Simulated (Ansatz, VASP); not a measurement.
# SrO in VASP and in Ansatz

The input INCAR:

```
AGGAC    = 1.0          
AGGAX    = 1.0          
ALDAC    = 0.0          
ALDAX    = 1.0          
ALGO     = Normal         # electronic algorithm
EDIFF    = 1E-7           # SCF threshold, eV
ENCUT    = 520            # plane-wave cutoff, eV
GGA      = B5             # functional
ISIF     = 2              # what is computed and relaxed
ISMEAR   = 0              # smearing method
LASPH    = T              # aspherical terms in the spheres
LCHARG   = F              # write CHGCAR
LREAL    = F              # projectors in reciprocal space
LWAVE    = F              # write WAVECAR
NBANDS   = 15             # bands
NELM     = 80             # most SCF steps
PREC     = Accurate       # precision mode
SIGMA    = 0.05           # smearing width, eV
```

File KPOINTS:

```
k-points
0
Gamma
  8 8 8
```

File POSCAR:

```
SrO
1.0
    0.0000000000      2.6066259113      2.6066259113
    2.6066259113      0.0000000000      2.6066259113
    2.6066259113      2.6066259113      0.0000000000
Sr O
1 1
Direct
    0.5000000000      0.5000000000      0.5000000000
    0.0000000000      0.0000000000      0.0000000000
```

Input for Ansatz:

```yaml
crystal:
  lattice:
    - [0.0, 2.6066259113, 2.6066259113]
    - [2.6066259113, 0.0, 2.6066259113]
    - [2.6066259113, 2.6066259113, 0.0]
  atoms:
    - { symbol: Sr, position: [0.5, 0.5, 0.5] }
    - { symbol: O, position: [0.0, 0.0, 0.0] }
basis:
  ecutwfc: 420
  ecutrho_ratio: 4
kpoints:
  mp_grid: { grid: [8, 8, 8] }
hamiltonian:
  xc: blyp
scf:
  occupations: { method: gaussian, width: 0.05 }
output:
  forces: true
  stress: true
  eigenvalues: true
```

Alike in both runs: task single point; functional BLYP; k mesh 8 × 8 × 8; occupations gaussian, width 0.05 eV; no spin polarisation.

|  | VASP | Ansatz |
| --- | --- | --- |
| version | VASP 6.6.1 | Ansatz 0.2.0 |
| potentials or method | VASP PAW PBE potentials, release 64 (Sr_sv, O), cutoff 520 eV | scalar-relativistic, plane waves, PAW |
| valence electrons in the cell | 16 | 16 |

|  | VASP | Ansatz | Ansatz less VASP |
| --- | --- | --- | --- |
| gap on the k mesh at the Fermi level (eV) | 3.41 | 3.46 | +0.054 |
| least direct gap on the mesh (eV) | 3.52 | 3.56 | +0.046 |
| pressure (GPa) | 2.2 | 1.7 | -0.50 |

VASP's potentials were made for PBE, not for BLYP. With one functional, cell and mesh, what is left measures potentials, basis and numerics.
